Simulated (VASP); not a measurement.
# LiBr (Fm-3m) in VASP: a series of runs

LiBr is run at these levels: PBE; tasks: single point.

Everything below comes from runs of VASP 6.6.1. Logs are shortened: lines on timing, memory, paths and dates and some standing lists are left out, and cuts for length are marked.

## (1) The cell of the first run

The structure is cubic, space group Fm-3m (No. 225). Conventional cell: a = 5.290 Å, b = 5.290 Å, c = 5.290 Å, α = 90.00°, β = 90.00°, γ = 90.00°. Li (site symmetry m-3m) has 6 Br at 2.65 Å within 3.5 Å. Within 3.5 Å of Br (site symmetry m-3m) lie 6 Li at 2.65 Å.

## (2) Single point, PBE (18.51 Å³/atom)

INCAR

```
SYSTEM = LiBr
PREC = Accurate
ENCUT = 750
EDIFF = 1E-6
ISMEAR = 0
SIGMA = 0.01
LREAL = .FALSE.
LASPH = .TRUE.
NELM = 120
ALGO = Normal
ISIF = 2
LWAVE = .FALSE.
LCHARG = .FALSE.
GGA = PE
NBANDS = 12
GGA_COMPAT = .FALSE.
```

KPOINTS

```
Automatic mesh
0
G
  4 4 4
  0 0 0
```

POSCAR

```
LiBr
1.0
    0.0000000000      2.6450403896      2.6450403896
    2.6450403896      0.0000000000      2.6450403896
    2.6450403896      2.6450403896      0.0000000000
Li Br
1 1
Direct
    0.0000000000      0.0000000000      0.0000000000
    0.5000000000      0.5000000000      0.5000000000
```

Potentials or basis: VASP PAW PBE potentials, release 64 (Li_sv, Br).

Started as:

```
> cat potpaw_PBE.64/Li_sv/POTCAR potpaw_PBE.64/Br/POTCAR > POTCAR
> mpirun -np 1 vasp_std > vasp.out
```

OUTCAR:

```text
SYSTEM = LiBr
   PREC = Accurate
   ENCUT = 750
   EDIFF = 1E-6
   ISMEAR = 0
   LREAL = .FALSE.
   LASPH = .TRUE.
   NELM = 120
   ISIF = 2
   GGA = PE

 ion  position               nearest neighbor table
   1  0.000  0.000  0.000-   2 2.65   2 2.65   2 2.65   2 2.65   2 2.65   2 2.65
   2  0.500  0.500  0.500-   1 2.65   1 2.65   1 2.65   1 2.65   1 2.65   1 2.65

  LATTYP: Found a face centered cubic cell.
 ALAT       =     5.2900807792

  Lattice vectors:

 A1 = (   0.0000000000,   2.6450403896,   2.6450403896)
 A2 = (   2.6450403896,   0.0000000000,   2.6450403896)
 A3 = (   2.6450403896,   2.6450403896,   0.0000000000)

Analysis of symmetry for initial positions (statically):
=====================================================================
 Subroutine PRICEL returns:
 Original cell was already a primitive cell.

 Routine SETGRP: Setting up the symmetry group for a
 face centered cubic supercell.

 Subroutine GETGRP returns: Found 48 space group operations
 (whereof 48 operations were pure point group operations)
 out of a pool of 48 trial point group operations.

The static configuration has the point symmetry O_h .

Analysis of symmetry for dynamics (positions and initial velocities):
=====================================================================
 Subroutine PRICEL returns:
 Original cell was already a primitive cell.

 Routine SETGRP: Setting up the symmetry group for a
 face centered cubic supercell.

 Subroutine GETGRP returns: Found 48 space group operations
 (whereof 48 operations were pure point group operations)
 out of a pool of 48 trial point group operations.

The dynamic configuration has the point symmetry O_h .

 Subroutine INISYM returns: Found 48 space group operations
 (whereof 48 operations are pure point group operations),
 and found     1 'primitive' translations

----------------------------------------------------------------------------------------

                                     Primitive cell

  volume of cell :      37.0107

  direct lattice vectors                    reciprocal lattice vectors
     0.000000000  2.645040390  2.645040390    -0.189033030  0.189033030  0.189033030
     2.645040390  0.000000000  2.645040390     0.189033030 -0.189033030  0.189033030
     2.645040390  2.645040390  0.000000000     0.189033030  0.189033030 -0.189033030

  length of vectors
     3.740651992  3.740651992  3.740651992     0.327414813  0.327414813  0.327414813

  position of ions in fractional coordinates (direct lattice)
     0.000000000  0.000000000  0.000000000
     0.500000000  0.500000000  0.500000000

  ion indices of the primitive-cell ions
   primitive index   ion index
                 1           1
                 2           2

----------------------------------------------------------------------------------------

 KPOINTS: Automatic mesh

Automatic generation of k-mesh.
 Grid dimensions read from file:
 generate k-points for:    4    4    4

 Generating k-lattice:

  Cartesian coordinates                     Fractional coordinates (reciprocal lattice)
    -0.047258258  0.047258258  0.047258258     0.250000000  0.000000000  0.000000000
     0.047258258 -0.047258258  0.047258258     0.000000000  0.250000000  0.000000000
     0.047258258  0.047258258 -0.047258258     0.000000000  0.000000000  0.250000000

  Length of vectors
     0.081853703  0.081853703  0.081853703

  Shift w.r.t. Gamma in fractional coordinates (k-lattice)
     0.000000000  0.000000000  0.000000000

 Subroutine IBZKPT returns following result:
 ===========================================

 Found      8 irreducible k-points:

 Following reciprocal coordinates:
            Coordinates               Weight
  0.000000  0.000000  0.000000      1.000000
  0.250000  0.000000  0.000000      8.000000
  0.500000  0.000000  0.000000      4.000000
  0.250000  0.250000  0.000000      6.000000
  0.500000  0.250000  0.000000     24.000000
 -0.250000  0.250000  0.000000     12.000000
  0.500000  0.500000  0.000000      3.000000
 -0.250000  0.500000  0.250000      6.000000
   k-points           NKPTS =      8   k-points in BZ     NKDIM =      8   number of bands    NBANDS=     12
   number of dos      NEDOS =    301   number of ions     NIONS =      2
   total plane-waves  NPLWV =  46656
   dimension x,y,z NGX =    36 NGY =   36 NGZ =   36
   dimension x,y,z NGXF=    72 NGYF=   72 NGZF=   72
   ions per type =               1   1
   NGX,Y,Z   is equivalent  to a cutoff of  16.00, 16.00, 16.00 a.u.
   NGXF,Y,Z  is equivalent  to a cutoff of  32.00, 32.00, 32.00 a.u.
 SYSTEM =  LiBr
   PREC   = accura    normal or accurate (medium, high low for compatibility)
   ISTART =      0    job   : 0-new  1-cont  2-samecut
   ICHARG =      2    charge: 1-file 2-atom 10-const
   ISPIN  =      1    spin polarized calculation?
   LNONCOLLINEAR =      F non collinear calculations
   LSORBIT =      F    spin-orbit coupling
   LASPH  =      T    aspherical Exc in radial PAW
   ENCUT  =  750.0 eV  55.12 Ry    7.42 a.u.   8.35  8.35  8.35*2*pi/ulx,y,z
   NELM   =    120;   NELMIN=  2; NELMDL= -5     # of ELM steps
   EDIFF  = 0.1E-05   stopping-criterion for ELM
   LREAL  =      F    real-space projection
   EDIFFG = 0.1E-04   stopping-criterion for IOM
   NSW    =      0    number of steps for IOM
   IBRION =     -1    ionic relax: 0-MD 1-quasi-New 2-CG
   NFREE  =      0    steps in history (QN), initial steepest desc. (CG)
   ISIF   =      2    stress and relaxation
   ISYM   =      2    0-nonsym 1-usesym 2-fastsym
   POTIM  = 0.5000    time-step for ionic-motion
   TEBEG  =    0.0;   TEEND  =   0.0 temperature during run
   PSTRESS=    0.0 pullay stress
   NELECT =      10.0000    total number of electrons
   NUPDOWN=      -1.0000    fix difference up-down
   EMIN   =  10.00;   EMAX   =-10.00  energy-range for DOS
   EFERMI =   0.00;   METHOD = LEGACY
   ISMEAR =     0;   SIGMA  =   0.01  broadening in eV -4-tet -1-fermi 0-gaus
   EFERMI_NEDOS =   21; number of points for ismear=-14 and -15
   IALGO  =     38    algorithm
   IMIX   =      4    mixing-type and parameters
     AMIX     =   0.40;   BMIX     =  1.00
     AMIX_MAG =   1.60;   BMIX_MAG =  1.00
  volume/ion in A,a.u.               =      18.51       124.88
  Fermi-wavevector in a.u.,A,eV,Ry     =   1.058358  2.000006 15.240175  1.120121
  Thomas-Fermi vector in A             =   2.193664
   LORBIT       =      0    0 simple, 1 ext, 2 COOP (PROOUT), +10 PAW based schemes
   GGA     = PE    functional components
   LHFCALC =     F    Hartree Fock is set to
   AEXX    =    0.0000 exact exchange contribution
   IVDW    =     0    specifies the selected vdW correction
   LEPSILON=     F    determine dielectric tensor
   LRPA    =     F    only Hartree local field effects (RPA)
 non-spin polarized calculation
 Gauss-broadening in eV      SIGMA  =   0.01
  energy-cutoff  :      750.00
  volume of cell :       37.01
 maximum number of plane-waves:      1759
 NGX is ok and might be reduce to    36
   NGX = 17   NGY = 17   NGZ = 17

 number of electron      10.0000000 magnetization

 number of electron       9.9999999 magnetization

 Free energy of the ion-electron system (eV)
  ---------------------------------------------------
  ext. energy  EPLUGINS =         0.00000000
  ---------------------------------------------------
  free energy    TOTEN  =        -6.57044514 eV

  energy without entropy =       -6.57044514  energy(sigma->0) =       -6.57044514

 E-fermi :   1.3368     XC(G=0):  -8.9184

 val. band max:        1.2054575773   @ k =   0.0000   0.0000   0.0000
 cond. band min:       6.7079545633   @ k =   0.0000   0.0000   0.0000
 fundamental gap:      5.5024969860
 Fermi energy:         1.3367526026

 k-point     1 :       0.0000    0.0000    0.0000
  band No.  band energies     occupation
      1     -43.0684      2.00000
      2     -12.6663      2.00000
      3       1.2055      2.00000
      4       1.2055      2.00000
      5       1.2055      2.00000
      6       6.7080      0.00000
      7      11.7752      0.00000
      8      11.7752      0.00000
      9      11.7752      0.00000
     10      13.9522      0.00000
     11      13.9522      0.00000
     12      13.9522      0.00000

 k-point     2 :       0.2500    0.0000    0.0000
  band No.  band energies     occupation
      1     -43.0674      2.00000
      2     -12.3713      2.00000
      3      -0.7688      2.00000
      4       1.0346      2.00000
      5       1.0346      2.00000
      6       7.4963      0.00000
      7      10.4984      0.00000
      8      10.4984      0.00000
      9      11.4579      0.00000
     10      13.8162      0.00000
     11      13.8162      0.00000
     12      14.7302      0.00000

 k-point     3 :       0.5000    0.0000    0.0000
  band No.  band energies     occupation
      1     -43.0664      2.00000
      2     -12.0343      2.00000
      3      -2.2077      2.00000
      4       0.8854      2.00000
      5       0.8854      2.00000
      6       6.8773      0.00000
      7       9.3065      0.00000
      8       9.3065      0.00000
      9      14.1942      0.00000
     10      15.7546      0.00000
     11      17.5241      0.00000
     12      17.5241      0.00000

 k-point     4 :       0.2500    0.2500    0.0000
  band No.  band energies     occupation
      1     -43.0670      2.00000
      2     -12.2615      2.00000
      3      -0.6619      2.00000
      4       0.4423      2.00000
      5       0.4423      2.00000
      6       8.8546      0.00000
      7       9.3130      0.00000
      8       9.9393      0.00000
      9      12.6778      0.00000
     10      12.6778      0.00000
     11      15.7903      0.00000
     12      17.1654      0.00000

 k-point     5 :       0.5000    0.2500    0.0000
  band No.  band energies     occupation
      1     -43.0661      2.00000
      2     -11.9061      2.00000
      3      -1.8178      2.00000
      4      -0.4310      2.00000
      5       0.2922      2.00000
      6       8.0858      0.00000
      7       9.8906      0.00000
      8      11.3234      0.00000
      9      11.3910      0.00000
     10      14.7738      0.00000
     11      18.0337      0.00000
     12      18.5259      0.00000

 k-point     6 :      -0.2500    0.2500    0.0000
  band No.  band energies     occupation
      1     -43.0664      2.00000
      2     -12.0334      2.00000
      3      -1.3805      2.00000
      4      -0.6101      2.00000
      5       0.8484      2.00000
      6       8.2714      0.00000
      7      10.0851      0.00000
      8      10.6954      0.00000
      9      11.2156      0.00000
     10      14.2317      0.00000
     11      16.4651      0.00000
     12      17.2774      0.00000

 k-point     7 :       0.5000    0.5000    0.0000
  band No.  band energies     occupation
      1     -43.0658      2.00000
      2     -11.7657      2.00000
      3      -2.2594      2.00000
      4      -0.1844      2.00000
      5      -0.1844      2.00000
      6       7.6116      0.00000
      7       8.0914      0.00000
      8      13.8544      0.00000
      9      14.4377      0.00000
     10      14.4377      0.00000
     11      17.5287      0.00000
     12      19.3879      0.00000

 k-point     8 :      -0.2500    0.5000    0.2500
  band No.  band energies     occupation
      1     -43.0658      2.00000
      2     -11.7736      2.00000
      3      -1.3972      2.00000
      4      -1.3972      2.00000
      5      -0.1704      2.00000
      6       9.6157      0.00000
      7       9.9922      0.00000
      8      10.9802      0.00000
      9      10.9802      0.00000
     10      15.9547      0.00000
     11      15.9547      0.00000
     12      19.4814      0.00000

------------------------ aborting loop because EDIFF is reached ----------------------------------------

  FORCE on cell =-STRESS in cart. coord.  units (eV):
  Direction    XX          YY          ZZ          XY          YZ          ZX
  --------------------------------------------------------------------------------------
  -------------------------------------------------------------------------------------
  Total        0.9943990      0.9943990      0.9943990     -0.0000000     -0.0000000      0.0000000
  in kB       43.0471454     43.0471454     43.0471454     -0.0000000     -0.0000000      0.0000000
  external PRESSURE =      43.0471454 kB  Pullay stress =       0.0000000 kB

 VOLUME and BASIS-vectors are now :
 -----------------------------------------------------------------------------
  energy-cutoff  :      750.00
  volume of cell :       37.01
      direct lattice vectors                 reciprocal lattice vectors
     0.000000000  2.645040390  2.645040390    -0.189033030  0.189033030  0.189033030
     2.645040390  0.000000000  2.645040390     0.189033030 -0.189033030  0.189033030
     2.645040390  2.645040390  0.000000000     0.189033030  0.189033030 -0.189033030

 POSITION                                       TOTAL-FORCE (eV/Angst)
 -----------------------------------------------------------------------------------
      0.00000      0.00000      0.00000        -0.000000      0.000000     -0.000000
      2.64504      2.64504      2.64504         0.000000     -0.000000      0.000000
 -----------------------------------------------------------------------------------
    total drift:                                0.000000      0.000000      0.000000

  FREE ENERGIE OF THE ION-ELECTRON SYSTEM (eV)
  ---------------------------------------------------
  free  energy   TOTEN  =        -6.5704451356 eV

  energy  without entropy=       -6.5704451356  energy(sigma->0) =       -6.57044514
```

It took 18 s on 1 thread of AMD EPYC 7R43 (Zen 3), shared host; peak memory 0.16 GiB.

What came out:

```
Free energy            : -6.5704 eV
Pressure               : 4.3 GPa
Band gap on the k mesh : 5.50 eV
```

Caveat: the k points lie up to 0.51 Å⁻¹ apart.

## (3) Single point, PBE (21.59 Å³/atom)

This run uses another cell than the first one, of 21.59 Å³/atom.

INCAR is that of step 2.

KPOINTS is that of step 2.

POSCAR

```
LiBr
1.0
    0.0000000000      2.7845043751      2.7845043751
    2.7845043751      0.0000000000      2.7845043751
    2.7845043751      2.7845043751      0.0000000000
Li Br
1 1
Direct
    0.0000000000      0.0000000000      0.0000000000
    0.5000000000      0.5000000000      0.5000000000
```

Potentials or basis: VASP PAW PBE potentials, release 64 (Li_sv, Br).

Started as:

```
> cat potpaw_PBE.64/Li_sv/POTCAR potpaw_PBE.64/Br/POTCAR > POTCAR
> mpirun -np 1 vasp_std > vasp.out
```

Wall time 16 s (1 thread of AMD EPYC 7R43 (Zen 3), shared host); peak memory 0.17 GiB.

Results (log left out):

| Quantity | Value |
| --- | --- |
| Free energy | -6.6289 eV |
| Pressure | -0.7 GPa |
| Band gap on the k mesh | 4.78 eV |

Levels at points of the mesh, in eV from the valence-band top:
```csv
k point,band 1,band 2,band 3,band 4,band 5,band 6,band 7,band 8,band 9,band 10
"(0.00, 0.00, 0.00)",-44.47,-13.31,0.00,0.00,0.00,4.78,10.47,10.47,10.47,12.07
"(0.50, 0.00, 0.00)",-44.47,-12.88,-2.73,-0.25,-0.25,5.60,8.09,8.09,11.39,13.86
"(0.50, 0.50, 0.00)",-44.47,-12.71,-2.71,-1.07,-1.07,6.19,7.17,11.32,12.19,12.19
```

Caveat: the k points lie up to 0.49 Å⁻¹ apart.

## (4) Single point, PBE (22.62 Å³/atom)

This run uses another cell than the first one, of 22.62 Å³/atom.

INCAR

```
SYSTEM = LiBr
ALGO = Normal ; EDIFF = 1E-6
ENCUT = 750 ; GGA = PE
GGA_COMPAT = .FALSE. ; ISIF = 2
ISMEAR = 0 ; LASPH = .TRUE.
LCHARG = .FALSE. ; LREAL = .FALSE.
LWAVE = .FALSE. ; NBANDS = 12
NELM = 120 ; PREC = Accurate
SIGMA = 0.01
```

KPOINTS

```
k-points
0
G
  4 4 4
  0 0 0
```

POSCAR

```
LiBr
1.0
    0.0000000000      2.8280192846      2.8280192846
    2.8280192846      0.0000000000      2.8280192846
    2.8280192846      2.8280192846      0.0000000000
Li Br
1 1
Direct
    0.0000000000      0.0000000000      0.0000000000
    0.5000000000      0.5000000000      0.5000000000
```

Started as:

```
> cat potpaw_PBE.64/Li_sv/POTCAR potpaw_PBE.64/Br/POTCAR > POTCAR
> mpirun -np 1 vasp_std > vasp.out
```

It took 14 s on 1 thread of AMD EPYC 7R43 (Zen 3), shared host; peak memory 0.16 GiB.

Results (log left out):

- Free energy: -6.6142 eV
- Pressure: -1.6 GPa
- Band gap on the k mesh: 4.60 eV

Levels at points of the mesh, in eV from the valence-band top:
| k point | band 2 | band 3 | band 4 | band 5 | band 6 | band 7 | band 8 | band 9 |
| --- | --- | --- | --- | --- | --- | --- | --- | --- |
| (0.00, 0.00, 0.00) | -13.17 | 0.00 | 0.00 | 0.00 | 4.60 | 10.42 | 10.42 | 10.42 |
| (0.50, 0.00, 0.00) | -12.79 | -2.54 | -0.23 | -0.23 | 5.57 | 8.07 | 8.07 | 10.95 |
| (0.50, 0.50, 0.00) | -12.64 | -2.52 | -0.98 | -0.98 | 6.11 | 7.23 | 10.96 | 11.89 |

Caveat: the k points lie up to 0.48 Å⁻¹ apart.

## (5) Summary

```tsv
cell	gap on the mesh (eV)	pressure (GPa)
a = 3.741 Å, angles 60.0°, 2 atoms	5.50	4.3
a = 3.938 Å, angles 60.0°, 2 atoms	4.78	-0.7
a = 3.999 Å, angles 60.0°, 2 atoms	4.60	-1.6
```

Alike in all rows: task single point; level PBE; potentials or basis VASP PAW PBE potentials, release 64 (Li_sv, Br); no spin polarisation; k mesh 4 × 4 × 4; cutoff (eV) 750; smearing gaussian 0.01 eV.

Caveats: all runs use coarse meshes.

Total energies depend on the potentials used, so only differences within one code and one set of settings carry meaning.
